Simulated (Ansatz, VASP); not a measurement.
## C: VASP beside Ansatz

```xyz
2
Lattice="0.0204 1.7706 1.7706 1.7706 0.0204 1.7706 1.7706 1.7706 0.0204" Properties=species:S:1:pos:R:3 pbc="T T T"
C     0.0007    0.0007    0.0007
C     0.8897    0.8897    0.8897
```

Change from the starting cell: strained cell.

Alike in both runs: functional PBEsol; k mesh 9 × 9 × 9; occupations gaussian, width 0.02 eV; no spin polarisation.

Ansatz relaxed the structure, and its values are those at the end. VASP's run is a single point on that final structure, the one shown.

|  | VASP | Ansatz |
| --- | --- | --- |
| version | VASP 6.6.1 | Ansatz 0.2.0 |
| potentials or method | VASP PAW PBE potentials, release 64 (C), cutoff 600 eV | scalar-relativistic, plane waves, PAW |
| valence electrons in the cell | 8 | 8 |

```csv
,VASP,Ansatz,Ansatz less VASP
gap on the k mesh at the Fermi level (eV),4.09,4.09,+0.005
least direct gap on the mesh (eV),5.27,5.27,0.000
pressure (GPa),14.0,13.4,-0.61
rms of the force components (eV/Å),0.004,0.000,-0.0034
```

VASP's potentials were made for PBE, not for PBEsol, and Ansatz warns of the same on its side. Ansatz's warnings: stress scf threshold loose.
